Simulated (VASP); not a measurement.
# KI: single point with LDA

KI:

```
K I
1.0
     4.12242    0.00000    0.00000
     0.00000    4.12242    0.00000
     0.00000    0.00000    4.12242
K I
1 1
Cartesian
  0.0000 0.0000 0.0000
  2.0612 2.0612 2.0612
```

| Property | Result |
| --- | --- |
| Program | VASP 6.6.1 |
| Task | single point |
| Functional | LDA |
| Potentials or basis | VASP PAW LDA potentials, release 64 (K_sv, I) |
| Cutoff | 520 eV |
| k mesh | 6 × 6 × 6 |
| Occupations | fermi-dirac, width 0.02 eV |
| Spin | no spin polarisation |
| Dipole correction | no |
| Further INCAR settings | ALGO = Normal; EDIFF = 1e-07; NBANDS = 15 |

```yaml
Pressure: 0.0 GPa
Band_gap_on_the_k_mesh: 3.33 eV (least direct gap 3.52 eV)
```

Levels at points of the mesh, in eV from the valence-band top:
| k point | band 6 | band 7 | band 8 | band 9 | band 10 | band 11 |
| --- | --- | --- | --- | --- | --- | --- |
| (0.00, 0.00, 0.00) | -0.44 | -0.44 | -0.44 | 3.33 | 4.26 | 4.26 |
| (0.50, 0.00, 0.00) | -2.84 | -0.39 | -0.39 | 5.56 | 5.77 | 6.83 |
| (0.50, 0.50, 0.00) | -2.08 | -2.08 | 0.00 | 3.52 | 5.51 | 6.56 |
| (0.50, 0.50, 0.50) | -2.09 | -2.09 | -2.09 | 5.47 | 5.47 | 5.47 |

Wall time 7.3 s on 1 thread of Intel(R) Xeon(R) 6975P-C (Granite Rapids) (shared host), peak memory 0.16 GiB.

Caveat: spin-orbit coupling is left out, which moves the levels of the heavy elements. A k mesh can miss the band edges.
